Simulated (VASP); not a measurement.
Input of a VASP 6.6.1 run:

The input INCAR:

```
SYSTEM = Pd
ALGO = Normal ; EDIFF = 1E-7
EDIFFG = -0.005 ; ENCUT = 500
GGA = PE ; GGA_COMPAT = .FALSE.
IBRION = 2 ; ISIF = 4
ISMEAR = -1 ; LASPH = .TRUE.
LCHARG = .FALSE. ; LREAL = .FALSE.
LWAVE = .FALSE. ; NELM = 120
NELMIN = 4 ; NSW = 50
PREC = Accurate ; SIGMA = 0.1
```

The input KPOINTS:

```
k-points
0
G
  17 17 9
  0 0 0
```

POSCAR

```
Pd
1.0
    2.5355602526      0.0000000000      0.0000000000
   -1.2677801263      2.1958595916      0.0000000000
    0.0000000000      0.0000000000      4.2121808559
Pd
2
Direct
    0.3333333333      0.6666666667      0.2500000000
    0.6666666667      0.3333333333      0.7500000000
```

Potentials or basis: VASP PAW PBE potentials, release 64 (Pd).

Launch:

```bash
$ cat potpaw_PBE.64/Pd/POTCAR > POTCAR
$ mpirun -np 1 vasp_std > vasp.out
```

**Question.** What does it give for the band gap on the k mesh?

**Answer.** Zero (band 10 reaches 14.55 eV, above the bottom of band 11 at 13.34 eV).

Final structure:
```yaml
crystal:
  lattice:
    - [2.53605, 0.00000, 0.00000]
    - [-1.26802, 2.19628, 0.00000]
    - [0.00000, 0.00000, 4.21055]
  atoms:
    - { symbol: Pd, position: [0.33333, 0.66667, 0.25000] }
    - { symbol: Pd, position: [0.66667, 0.33333, 0.75000] }
```
